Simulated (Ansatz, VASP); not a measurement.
Two plane-wave programs on MgO2

Contents of POSCAR:

```
MgO2
1.0
    1.4844039398      0.8570210142      3.4939788749
   -1.4844039398      0.8570210142      3.4939788749
    0.0000000000     -1.7140420285      3.4939788749
Mg O
1 2
Direct
    0.0000000000      0.0000000000      0.0000000000
    0.4287860000      0.4287860000      0.4287860000
    0.5712140000      0.5712140000      0.5712140000
```

Contents of INCAR.step1:

```
PREC = Accurate
ENCUT = 520
ISMEAR = 0
SIGMA = 0.05
LREAL = F
LASPH = T
NELM = 80
NBANDS = 14
GGA = PE
ALGO = Normal
EDIFF = 1E-4
LWAVE = T
LCHARG = F
```

File INCAR.step2:

```
PREC = Accurate
ENCUT = 520
EDIFF = 1E-7
ISMEAR = 0
SIGMA = 0.05
LREAL = F
LASPH = T
NELM = 80
ALGO = Normal
ISIF = 2
LWAVE = F
LCHARG = T
METAGGA = R2SCAN
LMIXTAU = T
LELF = T
LVHAR = T
NBANDS = 14
ISTART = 1
```

Contents of KPOINTS:

```
Automatic mesh
0
Gamma
  12 12 12
```

Input for Ansatz:

```yaml
crystal:
  lattice:
    - [1.4844039398, 0.8570210142, 3.4939788749]
    - [-1.4844039398, 0.8570210142, 3.4939788749]
    - [0.0, -1.7140420285, 3.4939788749]
  atoms:
    - { symbol: Mg, position: [0.0, 0.0, 0.0] }
    - { symbol: O, position: [0.428786, 0.428786, 0.428786] }
    - { symbol: O, position: [0.571214, 0.571214, 0.571214] }
basis:
  ecutwfc: 500
kpoints:
  mp_grid: { grid: [12, 12, 12] }
hamiltonian:
  xc: r2scan
scf:
  occupations: { method: gaussian, width: 0.05 }
output:
  forces: true
  stress: true
  eigenvalues: true
```

Change from the starting cell: strain -0.0750 x Voigt [1, 1, 0, 0, 0, 0], atoms carried along.

Alike in both runs: task single point; functional r2SCAN; k mesh 12 × 12 × 12; occupations gaussian, width 0.05 eV; no spin polarisation.

```csv
,VASP,Ansatz
version,VASP 6.6.1,Ansatz 0.2.0
potentials or method,"VASP PAW PBE potentials, release 64 (Mg, O), cutoff 520 eV","scalar-relativistic, plane waves, PAW"
valence electrons in the cell,14,22
```

Ansatz gave:

* gap on the k mesh at the Fermi level (eV): 2.62
* least direct gap on the mesh (eV): 2.62
* pressure (GPa): 16.1
* traceless stress, the component that is largest in VASP (GPa): -17.95
* rms of the force components (eV/Å): 0.686

Which values does VASP return?

gap on the k mesh at the Fermi level (eV): 2.59; least direct gap on the mesh (eV): 2.59; pressure (GPa): 15.9; traceless stress, the component that is largest in VASP (GPa): -16.48; rms of the force components (eV/Å): 0.569.

VASP's potentials were made for PBE, not for r2SCAN. Atom by atom the forces differ by 0.117 eV/Å (rms over components). VASP's potentials hold 14 valence electrons a cell and Ansatz's 22, so a difference there can come from the potentials and not from the codes.
